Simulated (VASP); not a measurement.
# Ni (Fm-3m) in VASP: further runs, part 2 of 2

VASP 6.6.1.

## Step 4: Single point, LDA, collinear spin, ferromagnetic start

This run uses another cell than the first one, of 9.44 Å³/atom, 1.068 times its volume.

INCAR

```
SYSTEM = Ni
  ALGO = Normal
  EDIFF = 1E-6
  ENCUT = 520
  GGA = CA
  ISIF = 2
  ISMEAR = 0
  ISPIN = 2
  LASPH = .TRUE.
  LCHARG = .FALSE.
  LMAXMIX = 4
  LORBIT = 11
  LREAL = .FALSE.
  LWAVE = .FALSE.
  MAGMOM = 0.25
  NBANDS = 15
  NELM = 150
  NUPDOWN = 0.25
  PREC = Accurate
  SIGMA = 0.15
```

KPOINTS

```
k-points
0
G
  24 24 24
  0 0 0
```

POSCAR

```
Ni
1.0
    0.0000000000      1.6772043451      1.6772043451
    1.6772043451      0.0000000000      1.6772043451
    1.6772043451      1.6772043451      0.0000000000
Ni
1
Direct
    0.0000000000      0.0000000000      0.0000000000
```

Potentials or basis: VASP PAW LDA potentials, release 64 (Ni).

Started as:

```console
$ cat potpaw_LDA.64/Ni/POTCAR > POTCAR
$ mpirun -np 1 vasp_std > vasp.out
```

OUTCAR:

```text
SYSTEM = Ni
   EDIFF = 1E-6
   ENCUT = 520
   GGA = CA
   ISIF = 2
   ISMEAR = 0
   ISPIN = 2
   LASPH = .TRUE.
   LORBIT = 11
   LREAL = .FALSE.
   NELM = 150
   NUPDOWN = 0.25
   PREC = Accurate

 ion  position               nearest neighbor table
   1  0.000  0.000  0.000-

  LATTYP: Found a face centered cubic cell.
 ALAT       =     3.3544086902

  Lattice vectors:

 A1 = (   0.0000000000,   1.6772043451,   1.6772043451)
 A2 = (   1.6772043451,   0.0000000000,   1.6772043451)
 A3 = (   1.6772043451,   1.6772043451,   0.0000000000)

Analysis of symmetry for initial positions (statically):
=====================================================================
 Subroutine PRICEL returns:
 Original cell was already a primitive cell.

 Routine SETGRP: Setting up the symmetry group for a
 face centered cubic supercell.

 Subroutine GETGRP returns: Found 48 space group operations
 (whereof 48 operations were pure point group operations)
 out of a pool of 48 trial point group operations.

The static configuration has the point symmetry O_h .

Analysis of symmetry for dynamics (positions and initial velocities):
=====================================================================
 Subroutine PRICEL returns:
 Original cell was already a primitive cell.

 Routine SETGRP: Setting up the symmetry group for a
 face centered cubic supercell.

 Subroutine GETGRP returns: Found 48 space group operations
 (whereof 48 operations were pure point group operations)
 out of a pool of 48 trial point group operations.

The dynamic configuration has the point symmetry O_h .

Analysis of structural, dynamic, and magnetic symmetry:
=====================================================================
 Subroutine PRICEL returns:
 Original cell was already a primitive cell.

 Routine SETGRP: Setting up the symmetry group for a
 face centered cubic supercell.

 Subroutine GETGRP returns: Found 48 space group operations
 (whereof 48 operations were pure point group operations)
 out of a pool of 48 trial point group operations.

[... 151 lines left out ...]
 fundamental gap:     -0.1056124671
 Fermi energy:        11.0480188549

 spin component 1

 k-point     1 :       0.0000    0.0000    0.0000
  band No.  band energies     occupation
      1       1.2182      1.00000
      2       8.6506      1.00000
      3       8.6506      1.00000
      4       8.6506      1.00000
      5      10.0578      1.00000
      6      10.0578      1.00000
      7      36.1724      0.00000
      8      41.0991      0.00000
      9      41.0991      0.00000
     10      41.0991      0.00000
     11      44.7036      0.00000
     12      44.7036      0.00000
     13      44.7036      0.00000
     14      47.3777      0.00000
[... 403 lines left out ...]
      4       9.8885      1.00000
      5      10.9270      0.87314
      6      11.2577      0.02403
      7      18.9252      0.00000
      8      34.4924      0.00000
      9      37.3924      0.00000
     10      38.1962      0.00000
     11      41.9499      0.00000
     12      42.5463      0.00000
     13      48.8398      0.00000
     14      56.9276      0.00000
     15      59.3793      0.00000

 [... further k-points ...]

 spin component 2

 k-point     1 :       0.0000    0.0000    0.0000
  band No.  band energies     occupation
      1       1.2366      1.00000
      2       8.9094      1.00000
      3       8.9094      1.00000
      4       8.9094      1.00000
      5      10.2944      1.00000
      6      10.2944      1.00000
      7      36.1676      0.00000
      8      41.1153      0.00000
      9      41.1153      0.00000
     10      41.1153      0.00000
     11      44.7774      0.00000
     12      44.7774      0.00000
     13      44.7774      0.00000
     14      47.3693      0.00000
[... 403 lines left out ...]
      4       9.9931      1.00000
      5      11.2020      0.32997
      6      11.4696      0.00152
      7      19.0737      0.00000
      8      34.4894      0.00000
      9      37.4457      0.00000
     10      38.2479      0.00000
     11      42.0014      0.00000
     12      42.5980      0.00000
     13      48.9302      0.00000
     14      57.4337      0.00000
     15      59.4978      0.00000

 [... further k-points ...]
[... 5 lines left out ...]
  --------------------------------------------------------------------------------------
  -------------------------------------------------------------------------------------
  Total        0.9978360      0.9978360      0.9978360      0.0000000     -0.0000000     -0.0000000
  in kB      169.4266802    169.4266802    169.4266802      0.0000000     -0.0000000     -0.0000000
  external PRESSURE =     169.4266802 kB  Pullay stress =       0.0000000 kB

 VOLUME and BASIS-vectors are now :
 -----------------------------------------------------------------------------
  energy-cutoff  :      520.00
  volume of cell :        9.44
      direct lattice vectors                 reciprocal lattice vectors
     0.000000000  1.677204345  1.677204345    -0.298115135  0.298115135  0.298115135
     1.677204345  0.000000000  1.677204345     0.298115135 -0.298115135  0.298115135
     1.677204345  1.677204345  0.000000000     0.298115135  0.298115135 -0.298115135

 POSITION                                       TOTAL-FORCE (eV/Angst)
 -----------------------------------------------------------------------------------
      0.00000      0.00000      0.00000         0.000000      0.000000      0.000000
 -----------------------------------------------------------------------------------
    total drift:                                0.000000     -0.000000      0.000000

  FREE ENERGIE OF THE ION-ELECTRON SYSTEM (eV)
  ---------------------------------------------------
  free  energy   TOTEN  =        -6.5401963962 eV

  energy  without entropy=       -6.5090018690  energy(sigma->0) =       -6.52459913

 total charge

# of ion       s       p       d       tot
------------------------------------------
    1        0.563   0.634   8.414   9.611

 magnetization (x)

# of ion       s       p       d       tot
------------------------------------------
    1       -0.003  -0.010   0.262   0.249
```

stdout:

```text
POSCAR found type information on POSCAR Ni
 POSCAR found :  1 types and       1 ions
 scaLAPACK will be used
 LDA part: xc-table for (Slater(with rela. corr.)+CA(PZ))
 , standard interpolation
 POSCAR, INCAR and KPOINTS ok, starting setup
 FFT: planning ... GRIDC
 FFT: planning ... GRID_SOFT
 FFT: planning ... GRID
 WAVECAR not read
 entering main loop
```

Run time: 67 s. Hardware: 1 thread of AMD EPYC 9R45 (Zen 5), shared host; peak memory 0.16 GiB.

Results:

- Free energy: -6.5402 eV
- Pressure: 16.9 GPa
- Net moment: 0.25 μB per cell
- Site moments: Ni +0.25 μB
- Valence electrons inside the program's atomic spheres: Ni 9.61

Caveat: the total moment is fixed, so each spin has its own Fermi level.

## Step 5: The runs side by side

```csv
fixed moment (μB),cell,pressure (GPa),moment (μB)
0.875,"a = 2.320 Å, angles 60.0°, 1 atom",47.5,0.87
0.75,"a = 2.372 Å, angles 60.0°, 1 atom",19.4,0.75
0.25,"a = 2.372 Å, angles 60.0°, 1 atom",16.9,0.25
```

Alike in all rows: task single point; level LDA; potentials or basis VASP PAW LDA potentials, release 64 (Ni); spin collinear, ferromagnetic start; k mesh 24 × 24 × 24; cutoff (eV) 520; smearing gaussian 0.15 eV.

Caveats: the total moment is fixed, so each spin has its own Fermi level.

Absolute energies hang on the potentials; compare differences alone.
